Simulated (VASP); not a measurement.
# Be (P6_3/mmc) in VASP: notebook

Runs on Be. Level: PBEsol. Tasks: single point, relaxation of cell and atoms.

All numbers are computed with VASP 6.6.1; they aren't measurements. Logs are shortened: lines on timing, memory, paths and dates and some standing lists are left out, and cuts for length are marked.

## 1. The cell of the first run

It takes space group P6_3/mmc (No. 194, hexagonal). The conventional cell has a = 2.256 Å, b = 2.256 Å, c = 3.555 Å, α = 90.00°, β = 90.00°, γ = 120.00°. Within 2.9 Å of Be (site symmetry -6m2) lie 12 Be at 2.20 to 2.26 Å.

## 2. Single point, PBEsol

Input file INCAR:

```
SYSTEM = Be
PREC = Accurate
ENCUT = 520
EDIFF = 1E-6
ISMEAR = -1
SIGMA = 0.05
LREAL = .FALSE.
LASPH = .TRUE.
NELM = 80
ALGO = Normal
ISIF = 2
LWAVE = .FALSE.
LCHARG = .TRUE.
GGA = PS
LELF = .TRUE.
LVHAR = .TRUE.
NBANDS = 9
```

Input file KPOINTS:

```
regular mesh
0
G
  12 12 7
  0 0 0
```

Input file POSCAR:

```
Be
1.0
    2.2556362191      0.0000000000      0.0000000000
   -1.1278181095      1.9534382674      0.0000000000
    0.0000000000      0.0000000000      3.5549367282
Be
2
Direct
    0.3333333333      0.6666666667      0.2500000000
    0.6666666667      0.3333333333      0.7500000000
```

Potentials or basis: VASP PAW PBE potentials, release 64 (Be).

Started as:

```
$ cat potpaw_PBE.64/Be/POTCAR > POTCAR
$ mpirun -np 1 vasp_std > vasp.out
```

OUTCAR:

```text
SYSTEM = Be
   PREC = Accurate
   ENCUT = 520
   EDIFF = 1E-6
   ISMEAR = -1
   LREAL = .FALSE.
   LASPH = .TRUE.
   NELM = 80
   ISIF = 2
   GGA = PS

 ion  position               nearest neighbor table
   1  0.333  0.667  0.250-   2 2.20   2 2.20   2 2.20   2 2.20   2 2.20   2 2.20
   2  0.667  0.333  0.750-   1 2.20   1 2.20   1 2.20   1 2.20   1 2.20   1 2.20

  LATTYP: Found a hexagonal cell.
 ALAT       =     2.2556362191
 C/A-ratio  =     1.5760239608

  Lattice vectors:

 A1 = (   2.2556362191,   0.0000000000,   0.0000000000)
 A2 = (  -1.1278181095,   1.9534382674,   0.0000000000)
 A3 = (   0.0000000000,   0.0000000000,   3.5549367282)

Analysis of symmetry for initial positions (statically):
=====================================================================
 Subroutine PRICEL returns:
 Original cell was already a primitive cell.

 Routine SETGRP: Setting up the symmetry group for a
 hexagonal supercell.

 Subroutine GETGRP returns: Found 24 space group operations
 (whereof 12 operations were pure point group operations)
 out of a pool of 24 trial point group operations.

The static configuration has the point symmetry D_3d.
 The point group associated with its full space group is D_6h.

Analysis of symmetry for dynamics (positions and initial velocities):
=====================================================================
 Subroutine PRICEL returns:
 Original cell was already a primitive cell.

 Routine SETGRP: Setting up the symmetry group for a
 hexagonal supercell.

 Subroutine GETGRP returns: Found 24 space group operations
 (whereof 12 operations were pure point group operations)
 out of a pool of 24 trial point group operations.

The dynamic configuration has the point symmetry D_3d.
 The point group associated with its full space group is D_6h.

 Subroutine INISYM returns: Found 24 space group operations
 (whereof 12 operations are pure point group operations),
 and found     1 'primitive' translations

----------------------------------------------------------------------------------------

                                     Primitive cell

  volume of cell :      15.6639

  direct lattice vectors                    reciprocal lattice vectors
     2.255636219  0.000000000  0.000000000     0.443333899  0.255958946  0.000000000
    -1.127818109  1.953438267  0.000000000     0.000000000  0.511917892  0.000000000
     0.000000000  0.000000000  3.554936728     0.000000000  0.000000000  0.281298959

  length of vectors
     2.255636219  2.255636219  3.554936728     0.511917892  0.511917892  0.281298959

  position of ions in fractional coordinates (direct lattice)
     0.333333333  0.666666667  0.250000000
     0.666666667  0.333333333  0.750000000

  ion indices of the primitive-cell ions
   primitive index   ion index
                 1           1
                 2           2

----------------------------------------------------------------------------------------

 KPOINTS: regular mesh

Automatic generation of k-mesh.
 Grid dimensions read from file:
 generate k-points for:   12   12    7

 Generating k-lattice:

  Cartesian coordinates                     Fractional coordinates (reciprocal lattice)
     0.036944492  0.021329912  0.000000000     0.083333333  0.000000000  0.000000000
     0.000000000  0.042659824  0.000000000     0.000000000  0.083333333  0.000000000
     0.000000000  0.000000000  0.040185566     0.000000000  0.000000000  0.142857143

  Length of vectors
     0.042659824  0.042659824  0.040185566

  Shift w.r.t. Gamma in fractional coordinates (k-lattice)
     0.000000000  0.000000000  0.000000000

 Subroutine IBZKPT returns following result:
 ===========================================

 Found     76 irreducible k-points:

 Following reciprocal coordinates:
            Coordinates               Weight
  0.000000  0.000000  0.000000      1.000000
  0.083333  0.000000  0.000000      6.000000
  0.166667  0.000000  0.000000      6.000000
  0.250000  0.000000  0.000000      6.000000
  0.333333  0.000000  0.000000      6.000000
  0.416667  0.000000  0.000000      6.000000
[... 16 lines left out ...]
  0.250000  0.000000  0.142857     12.000000
  0.333333  0.000000  0.142857     12.000000
 [... further k-points ...]
   k-points           NKPTS =     76   k-points in BZ     NKDIM =     76   number of bands    NBANDS=      9
   number of dos      NEDOS =    301   number of ions     NIONS =      2
   total plane-waves  NPLWV =   9072
   dimension x,y,z NGX =    18 NGY =   18 NGZ =   28
   dimension x,y,z NGXF=    36 NGYF=   36 NGZF=   56
   ions per type =               2
   NGX,Y,Z   is equivalent  to a cutoff of  13.27, 13.27, 13.09 a.u.
   NGXF,Y,Z  is equivalent  to a cutoff of  26.53, 26.53, 26.19 a.u.
 SYSTEM =  Be
   PREC   = accura    normal or accurate (medium, high low for compatibility)
   ISTART =      0    job   : 0-new  1-cont  2-samecut
   ICHARG =      2    charge: 1-file 2-atom 10-const
   ISPIN  =      1    spin polarized calculation?
   LNONCOLLINEAR =      F non collinear calculations
   LSORBIT =      F    spin-orbit coupling
   LASPH  =      T    aspherical Exc in radial PAW
   ENCUT  =  520.0 eV  38.22 Ry    6.18 a.u.   4.19  4.19  6.61*2*pi/ulx,y,z
   NELM   =     80;   NELMIN=  2; NELMDL= -5     # of ELM steps
   EDIFF  = 0.1E-05   stopping-criterion for ELM
   LREAL  =      F    real-space projection
[... 7 lines left out ...]
   TEBEG  =    0.0;   TEEND  =   0.0 temperature during run
   PSTRESS=    0.0 pullay stress
   NELECT =       4.0000    total number of electrons
   NUPDOWN=      -1.0000    fix difference up-down
   EMIN   =  10.00;   EMAX   =-10.00  energy-range for DOS
   EFERMI =   0.00;   METHOD = LEGACY
   ISMEAR =    -1;   SIGMA  =   0.05  broadening in eV -4-tet -1-fermi 0-gaus
   EFERMI_NEDOS =   21; number of points for ismear=-14 and -15
   IALGO  =     38    algorithm
   IMIX   =      4    mixing-type and parameters
     AMIX     =   0.40;   BMIX     =  1.00
     AMIX_MAG =   1.60;   BMIX_MAG =  1.00
  volume/ion in A,a.u.               =       7.83        52.85
  Fermi-wavevector in a.u.,A,eV,Ry     =   1.038631  1.962728 14.677344  1.078754
  Thomas-Fermi vector in A             =   2.173124
   LORBIT       =      0    0 simple, 1 ext, 2 COOP (PROOUT), +10 PAW based schemes
   GGA     = PS    functional components
   LHFCALC =     F    Hartree Fock is set to
   AEXX    =    0.0000 exact exchange contribution
   IVDW    =     0    specifies the selected vdW correction
   LEPSILON=     F    determine dielectric tensor
   LRPA    =     F    only Hartree local field effects (RPA)
 non-spin polarized calculation
  energy-cutoff  :      520.00
  volume of cell :       15.66
 maximum number of plane-waves:       434
 NGX is ok and might be reduce to    18
   NGX =  9   NGY =  9   NGZ = 13

 number of electron       4.0000000 magnetization

 Free energy of the ion-electron system (eV)
  ---------------------------------------------------
  ext. energy  EPLUGINS =         0.00000000
  ---------------------------------------------------
  free energy    TOTEN  =        -8.00647295 eV

  energy without entropy =       -8.00552869  energy(sigma->0) =       -8.00600082

 E-fermi :   7.4736     XC(G=0): -10.6391

 val. band max:        6.8254948570   @ k =   0.3333   0.0833   0.0000
 cond. band min:       7.5287141567   @ k =   0.2500   0.1667   0.0000
 fundamental gap:      0.7032192997
 Fermi energy:         7.4735890624

 k-point     1 :       0.0000    0.0000    0.0000
  band No.  band energies     occupation
      1      -4.3027      2.00000
      2       2.5906      2.00000
      3       8.2360      0.00000
      4      23.2228      0.00000
      5      23.2228      0.00000
      6      26.0831      0.00000
      7      26.0831      0.00000
      8      28.1650      0.00000
      9      34.3619      0.00000

 k-point     2 :       0.0833    0.0000    0.0000
  band No.  band energies     occupation
      1      -4.1028      2.00000
      2       2.8543      2.00000
      3       8.2912      0.00000
      4      21.6564      0.00000
      5      22.1176      0.00000
      6      26.0847      0.00000
      7      26.5807      0.00000
      8      27.7725      0.00000
      9      31.8630      0.00000

 k-point     3 :       0.1667    0.0000    0.0000
  band No.  band energies     occupation
      1      -3.5024      2.00000
      2       3.6436      2.00000
      3       8.4196      0.00000
      4      18.4359      0.00000
      5      20.3294      0.00000
      6      25.7421      0.00000
      7      26.2028      0.00000
      8      26.5305      0.00000
      9      28.6192      0.00000

 k-point     4 :       0.2500    0.0000    0.0000
  band No.  band energies     occupation
      1      -2.5015      2.00000
      2       4.9513      2.00000
      3       8.4056      0.00000
      4      15.2916      0.00000
      5      18.7408      0.00000
      6      23.1075      0.00000
      7      23.7217      0.00000
      8      25.7732      0.00000
      9      27.1150      0.00000
[... 205 lines left out ...]
 k-point    22 :       0.1667    0.0000    0.1429
  band No.  band energies     occupation
      1      -3.3247      2.00000
      2       2.6116      2.00000
      3       9.8495      0.00000
      4      18.6017      0.00000
      5      20.5332      0.00000
      6      24.7486      0.00000
      7      25.7808      0.00000
      8      26.0144      0.00000
      9      29.0165      0.00000

 k-point    23 :       0.2500    0.0000    0.1429
  band No.  band energies     occupation
      1      -2.3240      2.00000
      2       3.7359      2.00000
      3       9.9377      0.00000
      4      15.4946      0.00000
      5      18.9537      0.00000
      6      21.4189      0.00000
      7      24.8410      0.00000
      8      25.0840      0.00000
      9      27.3300      0.00000

 k-point    24 :       0.3333    0.0000    0.1429
  band No.  band energies     occupation
      1      -0.9342      2.00000
      2       5.0679      2.00000
      3       9.1869      0.00000
      4      13.9073      0.00000
      5      17.7654      0.00000
      6      17.9971      0.00000
      7      22.4437      0.00000
      8      24.1797      0.00000
      9      26.8195      0.00000

 [... further k-points ...]

------------------------ aborting loop because EDIFF is reached ----------------------------------------

  FORCE on cell =-STRESS in cart. coord.  units (eV):
  Direction    XX          YY          ZZ          XY          YZ          ZX
  --------------------------------------------------------------------------------------
  -------------------------------------------------------------------------------------
  Total        0.0340252      0.0340252      0.0407168      0.0000000      0.0000000     -0.0000000
  in kB        3.4802540      3.4802540      4.1647015      0.0000000      0.0000000     -0.0000000
  external PRESSURE =       3.7084032 kB  Pullay stress =       0.0000000 kB

 VOLUME and BASIS-vectors are now :
 -----------------------------------------------------------------------------
  energy-cutoff  :      520.00
  volume of cell :       15.66
      direct lattice vectors                 reciprocal lattice vectors
     2.255636219  0.000000000  0.000000000     0.443333899  0.255958946  0.000000000
    -1.127818109  1.953438267  0.000000000     0.000000000  0.511917892  0.000000000
     0.000000000  0.000000000  3.554936728     0.000000000  0.000000000  0.281298959

 POSITION                                       TOTAL-FORCE (eV/Angst)
 -----------------------------------------------------------------------------------
     -0.00000      1.30229      0.88873         0.000000     -0.000000      0.000000
      1.12782      0.65115      2.66620        -0.000000      0.000000      0.000000
 -----------------------------------------------------------------------------------
    total drift:                                0.000000     -0.000000      0.000000

  FREE ENERGIE OF THE ION-ELECTRON SYSTEM (eV)
  ---------------------------------------------------
  free  energy   TOTEN  =        -8.0064729498 eV

  energy  without entropy=       -8.0055286877  energy(sigma->0) =       -8.00600082
```

Run time: 5.7 s. Hardware: 1 thread of Intel Xeon 6975P-C, shared host; peak memory 0.13 GiB.

Results:

```
Free energy            : -8.0065 eV
Pressure               : 0.4 GPa
Band gap on the k mesh : zero (band 2 reaches 7.89 eV, above the bottom of band 3 at 6.00 eV)
```

Caveat: the PAW data sets were made with another functional, which shifts forces and pressure a little.

## 3. Relaxation of cell and atoms, PBEsol

This run uses another cell than the first one, of 8.11 Å³/atom, 1.035 times its volume.

Input file INCAR:

```
SYSTEM = Be
PREC = Accurate
ENCUT = 600
EDIFF = 1E-6
ISMEAR = -1
SIGMA = 0.05
LREAL = .False.
LASPH = .True.
NELM = 100
ALGO = Normal
ISIF = 3
LWAVE = .False.
LCHARG = .False.
GGA = PS
IBRION = 2
NSW = 60
EDIFFG = -0.01
```

Input file KPOINTS:

```
Automatic mesh
0
Gamma
  12 12 7
  0 0 0
```

Input file POSCAR:

```
Be
1.0
    2.2853000000      0.0000000000      0.0000000000
   -1.1426500000      1.9791278600      0.0000000000
    0.0000000000      0.0000000000      3.5842000000
Be
2
Direct
    0.3333333333      0.6666666667      0.2500000000
    0.6666666667      0.3333333333      0.7500000000
```

Potentials or basis: VASP PAW PBE potentials, release 64 (Be).

Started as:

```
$ cat potpaw_PBE.64/Be/POTCAR > POTCAR
$ mpirun -np 1 vasp_std > vasp.out
```

Run time: 13 s. Hardware: 1 thread of Intel Xeon 6975P-C, shared host; peak memory 0.13 GiB.

It converged, with:

```yaml
Free_energy: -8.0066 eV
Relaxed_volume: 7.85 Å³/atom
Relaxed_cell: a = 2.257 Å, b = 2.257 Å, c = 3.558 Å, α = 90.00°, β = 90.00°, γ = 120.00°
Space_group_after_relaxing_to_0.05_Å: P6_3/mmc (No. 194)
Energy_gained_by_relaxing: 3.0 meV/atom
Ionic_steps: 5
Pressure_after_relaxing: 0.1 GPa
Band_gap_on_the_k_mesh: zero (band 2 reaches 7.87 eV, above the bottom of band 3 at 5.98 eV)
```

The path:
| step | energy change (eV) | largest force (eV/Å) | pressure (GPa) | volume (Å³) |
| --- | --- | --- | --- | --- |
| 1 | 0.0000 | 0.0000 | -3.65 | 16.21 |
| 2 | -0.0059 | 0.0000 | -0.54 | 15.78 |
| 3 | -0.0061 | 0.0000 | 0.02 | 15.71 |
| 4 | -0.0061 | 0.0000 | 0.10 | 15.70 |
| 5 | -0.0061 | 0.0000 | 0.06 | 15.70 |

Final structure:
```cif
data_structure
_symmetry_space_group_name_H-M 'P 1'
_symmetry_Int_Tables_number 1
_cell_length_a 2.2573
_cell_length_b 2.2573
_cell_length_c 3.5580
_cell_angle_alpha 90.000
_cell_angle_beta 90.000
_cell_angle_gamma 120.000
_cell_volume 15.70
loop_
_atom_site_label
_atom_site_type_symbol
_atom_site_fract_x
_atom_site_fract_y
_atom_site_fract_z
_atom_site_occupancy
Be1 Be 0.33333 0.66667 0.25000 1
Be2 Be 0.66667 0.33333 0.75000 1
```

Levels at points of the mesh, in eV from the Fermi level:
| k point | band 1 | band 2 | band 3 | band 4 | band 5 | band 6 |
| --- | --- | --- | --- | --- | --- | --- |
| (0.00, 0.00, 0.00) | -11.76 | -4.87 | 0.75 | 15.72 | 15.72 | 18.58 |
| (0.50, 0.00, 0.00) | -5.43 | -3.51 | 3.26 | 6.12 | 6.40 | 9.08 |

Caveat: the PAW data sets were made with another functional, which shifts forces and pressure a little.
